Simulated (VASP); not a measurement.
Write the native input for VASP 6.6.1 that does the following.

```
Task                   : relaxation of cell and atoms
Functional             : PBEsol
Potentials or basis    : VASP PAW PBE potentials, release 64 (Zn, S)
Cutoff                 : 600 eV
k mesh                 : 8 × 8 × 8
Occupations            : methfessel-paxton, width 0.02 eV
Spin                   : no spin polarisation
Target pressure        : 40 GPa
Dipole correction      : no
Further INCAR settings : ALGO = Normal; EDIFF = 1e-06; IBRION = 2; EDIFFG = -0.05; NSW = 80; ISIF = 3
```

The structure of ZnS lies in POSCAR:

```
ZnS
1.0
    0.0000000000      2.7020000000      2.7020000000
    2.7020000000      0.0000000000      2.7020000000
    2.7020000000      2.7020000000      0.0000000000
Zn S
1 1
Direct
    0.2500000000      0.2500000000      0.2500000000
    0.0000000000      0.0000000000      0.0000000000
```

These files were run (other wordings do the same):

INCAR

```
PREC     = Accurate       # precision mode
ENCUT    = 600            # plane-wave cutoff, eV
EDIFF    = 1E-6           # SCF threshold, eV
ISMEAR   = 1              # smearing method
SIGMA    = 0.02           # smearing width, eV
LREAL    = False          # projectors in reciprocal space
LASPH    = True           # aspherical terms in the spheres
NELM     = 100            # most SCF steps
ALGO     = Normal         # electronic algorithm
ISIF     = 3              # what is computed and relaxed
LWAVE    = False          # write WAVECAR
LCHARG   = False          # write CHGCAR
GGA      = PS             # functional
IBRION   = 2              # ionic algorithm
NSW      = 80             # ionic steps
EDIFFG   = -0.05          # ionic threshold
PSTRESS  = 400.0
```

KPOINTS

```
Automatic mesh
0
Gamma
  8 8 8
```

Potentials or basis: VASP PAW PBE potentials, release 64 (Zn, S).

Command:

```bash
$ cat potpaw_PBE.64/Zn/POTCAR potpaw_PBE.64/S/POTCAR > POTCAR
$ mpirun -np 1 vasp_std > vasp.out
```

Results of the run:

| Property | Result |
| --- | --- |
| Relaxed volume | 14.61 Å³/atom |
| Relaxed cell | a = 3.457 Å, b = 3.457 Å, c = 3.457 Å, α = 60.00°, β = 60.00°, γ = 60.00° |
| Space group after relaxing (to 0.05 Å) | F-43m (No. 216) |
| Energy change on relaxing (the enthalpy is what falls) | +451.4 meV/atom |
| Ionic steps | 5 |
| Pressure after relaxing | 40.2 GPa |
| Band gap on the k mesh | 2.41 eV, indirect (least direct gap 3.37 eV) |

Caveat: the cell is relaxed towards a set pressure, so the enthalpy falls and the energy may rise; the volume moved by over 15 % at a fixed basis, so the end points are rough; the PAW data sets were made with another functional, which shifts forces and pressure a little.

Wall time 66 s on 1 thread of Intel(R) Xeon(R) Platinum 8488C (Sapphire Rapids), on a shared host, peak memory 0.19 GiB.
